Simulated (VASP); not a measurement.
Wanted: the native input for a VASP 6.6.1 run.

* Task: single point
* Functional: LDA
* Potentials or basis: VASP PAW LDA potentials, release 64 (Pt, Se)
* Cutoff: 520 eV
* k mesh: 8 × 8 × 5
* Occupations: fermi-dirac, width 0.05 eV
* Spin: no spin polarisation
* Dipole correction: no
* Further INCAR settings: ALGO = Normal; EDIFF = 1e-06; NBANDS = 18

The structure of PtSe2 (Sudovikovite) lies in POSCAR:

```
PtSe2
1.0
    3.6736695059      0.0000000000      0.0000000000
   -1.8368347530      3.1814911172      0.0000000000
    0.0000000000      0.0000000000      4.9935862081
Pt Se
1 2
Direct
    0.0000000000      0.0000000000      0.0000000000
    0.6666666667      0.3333333333      0.7500000000
    0.3333333333      0.6666666667      0.2500000000
```

One way to write it, as run:

INCAR

```
ALGO = Normal
EDIFF = 1E-6
ENCUT = 520
GGA = CA
ISIF = 2
ISMEAR = -1
LASPH = T
LCHARG = F
LREAL = F
LWAVE = F
NBANDS = 18
NELM = 100
PREC = Accurate
SIGMA = 0.05
```

KPOINTS

```
k-points
0
Gamma
  8 8 5
```

Potentials or basis: VASP PAW LDA potentials, release 64 (Pt, Se).

Command:

```console
$ cat potpaw_LDA.64/Pt/POTCAR potpaw_LDA.64/Se/POTCAR > POTCAR
$ mpirun -np 1 vasp_std > vasp.out
```

It gave:

The pressure is 6.0 GPa. The largest force is 0.798 eV/Å. The band gap on the k mesh is zero (band 11 reaches 7.51 eV, above the bottom of band 12 at 7.17 eV).

Caveat: spin-orbit coupling is left out, which moves the levels of the heavy elements.

Wall time 15 s on 1 thread of Intel(R) Xeon(R) 6975P-C (Granite Rapids), with other jobs on the host, peak memory 0.17 GiB.
